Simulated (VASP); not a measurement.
# CdSe: single point with r2SCAN

Crystal: CdSe.

```
Cd Se
1.0
     2.87971    2.87971    0.00000
    -2.87971    2.87971    0.00000
     0.00000    2.87971    2.87971
Cd Se
1 1
Direct
  0.00000 0.00000 0.00000
  0.75000 0.25000 0.50000
```

```yaml
Program: VASP 6.6.1
Task: single point
Functional: r2SCAN
Potentials_or_basis: VASP PAW PBE potentials, release 64 (Cd, Se)
Cutoff: 520 eV
k_mesh: 6 × 6 × 6
Occupations: gaussian, width 0.01 eV
Spin: no spin polarisation
Dipole_correction: no
Further_INCAR_settings: ALGO = Normal; EDIFF = 1e-07; NBANDS = 16
```

```
Pressure               : 15.6 GPa
Band gap on the k mesh : 1.44 eV
```

Levels at points of the mesh, in eV from the valence-band top:
| k point | band 5 | band 6 | band 7 | band 8 | band 9 | band 10 | band 11 | band 12 | band 13 | band 14 |
| --- | --- | --- | --- | --- | --- | --- | --- | --- | --- | --- |
| (0.00, 0.00, 0.00) | -8.27 | -8.27 | 0.00 | 0.00 | 0.00 | 1.44 | 6.40 | 6.40 | 6.40 | 11.07 |
| (0.50, 0.00, 0.00) | -8.23 | -7.82 | -5.56 | -1.04 | -1.04 | 3.05 | 6.89 | 6.89 | 8.22 | 11.25 |
| (0.50, 0.50, 0.00) | -8.18 | -7.73 | -4.94 | -2.54 | -2.54 | 3.11 | 4.20 | 10.67 | 11.99 | 11.99 |

Wall time 74 s on 1 thread of Intel Xeon 8259CL, with other jobs on the host, peak memory 0.18 GiB.

Caveat: the cell stands under pressure; the PAW data sets were made with another functional, which shifts forces and pressure a little.
